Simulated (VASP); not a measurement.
Runs of VASP 6.6.1 on SnO2. The structure is that of space group P4_2/mnm (No. 136), or close to it. The cells are those of the table. 

| task | level | cell | k mesh | cutoff (eV) | gap on the mesh (eV) | pressure (GPa) | largest force (eV/Å) |
| --- | --- | --- | --- | --- | --- | --- | --- |
| electric field gradients | r2SCAN | a = 4.760, b = 4.760, c = 3.201 Å, 6 atoms | 6 × 6 × 10 | 520 | 1.79 | 1.1 | 0.03 |
| single point | r2SCAN | a = 4.840, b = 4.840, c = 3.221 Å, 6 atoms | 6 × 6 × 10 | 520 | 1.39 | -6.2 | 0.05 |
| relaxation of cell and atoms | PBE | relaxed from a = 4.738, b = 4.738, c = 3.187 Å, 6 atoms | 4 × 4 × 6 | 600 | 0.64 | 0.1 | - |
| single point | r2SCAN | a = 4.738, b = 4.738, c = 3.187 Å, 6 atoms | 6 × 6 × 10 | 520 | (c) | 4.2 | 0.04 |
| single point | r2SCAN | a = 4.744, b = 4.744, c = 3.192 Å, 6 atoms | 6 × 6 × 10 | 520 | 1.90 | (a) | 0.03 |
| single point | r2SCAN | a = 4.760, b = 4.760, c = 3.201 Å, 6 atoms | 6 × 6 × 10 | 520 | 1.79 | 1.1 | 0.03 |
| single point | PBE | a = 4.827, b = 4.827, c = 3.238 Å, 6 atoms | 4 × 4 × 6 | 520 | (b) | 0.6 | 0.02 |

Alike in all rows: potentials or basis VASP PAW PBE potentials, release 64 (Sn_d, O); no spin polarisation; smearing gaussian 0.05 eV.

Q: Estimate the missing entries.

A: (a) 3.1; (b) 0.67; (c) 1.96.

Caveats: spin-orbit coupling is left out, which moves the levels of the heavy elements; the PAW data sets were made with another functional, which shifts forces and pressure a little (at least some runs); the cell stands under pressure (at least some runs); the cell stands under tension (at least some runs).

A k mesh can miss the band edges, and the runs leave out spin-orbit coupling on Sn.
